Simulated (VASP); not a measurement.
Wanted: the native input for a VASP 6.6.1 run.

| Property | Result |
| --- | --- |
| Task | single point |
| Functional | r2SCAN |
| Potentials or basis | VASP PAW PBE potentials, release 64 (Y_sv) |
| Cutoff | 520 eV |
| k mesh | 16 × 16 × 16 |
| Occupations | gaussian, width 0.15 eV |
| Spin | no spin polarisation |
| Dipole correction | no |
| Further INCAR settings | ALGO = Normal; EDIFF = 1e-07; NBANDS = 12 |

Y:

```
CELL_PARAMETERS angstrom
0.00000 2.49121 2.49121
2.48500 0.00621 2.48500
2.48500 2.48500 0.00621
ATOMIC_POSITIONS crystal
Y 0.00000 0.00000 0.00000
```

This cell differs from its parent crystal: strain +0.0050 x Voigt [0, 0, 0, 1, 0, 0].

These files were run (other wordings do the same):

POSCAR

```
Y
1.0
    0.0000000000      2.4912125000      2.4912125000
    2.4850000000      0.0062125000      2.4850000000
    2.4850000000      2.4850000000      0.0062125000
Y
1
Direct
    0.0000000000      0.0000000000      0.0000000000
```

INCAR.step1

```
SYSTEM = Y
PREC = Accurate
ENCUT = 520
ISMEAR = 0
SIGMA = 0.15
LREAL = .False.
LASPH = .True.
NELM = 100
NBANDS = 12
GGA = PE
ALGO = Normal
EDIFF = 1E-4
LWAVE = .True.
LCHARG = .False.
```

INCAR.step2

```
SYSTEM = Y
PREC = Accurate
ENCUT = 520
EDIFF = 1E-7
ISMEAR = 0
SIGMA = 0.15
LREAL = .False.
LASPH = .True.
NELM = 100
ALGO = Normal
ISIF = 2
LWAVE = .False.
LCHARG = .True.
METAGGA = R2SCAN
LMIXTAU = .True.
LELF = .True.
LVHAR = .True.
NBANDS = 12
ISTART = 1
```

KPOINTS

```
Automatic mesh
0
Gamma
  16 16 16
  0 0 0
```

Potentials or basis: VASP PAW PBE potentials, release 64 (Y_sv).

The run is started by

```console
$ cat potpaw_PBE.64/Y_sv/POTCAR > POTCAR
$ cp INCAR.step1 INCAR
$ mpirun -np 1 vasp_std > vasp.out
$ cp INCAR.step2 INCAR
$ mpirun -np 1 vasp_std > vasp.out
```

It gave:

```yaml
Pressure: 3.4 GPa
Band_gap_on_the_k_mesh: zero (an odd number of electrons rules out a gap without spin polarisation)
```

Caveat: the cell differs from its parent crystal (strain +0.0050 x Voigt [0, 0, 0, 1, 0, 0]); the cell stands under pressure; the PAW data sets were made with another functional, which shifts forces and pressure a little.

It took 16 min on 1 thread of Intel Xeon 8259CL, with other jobs on the host, peak memory 0.4 GiB.
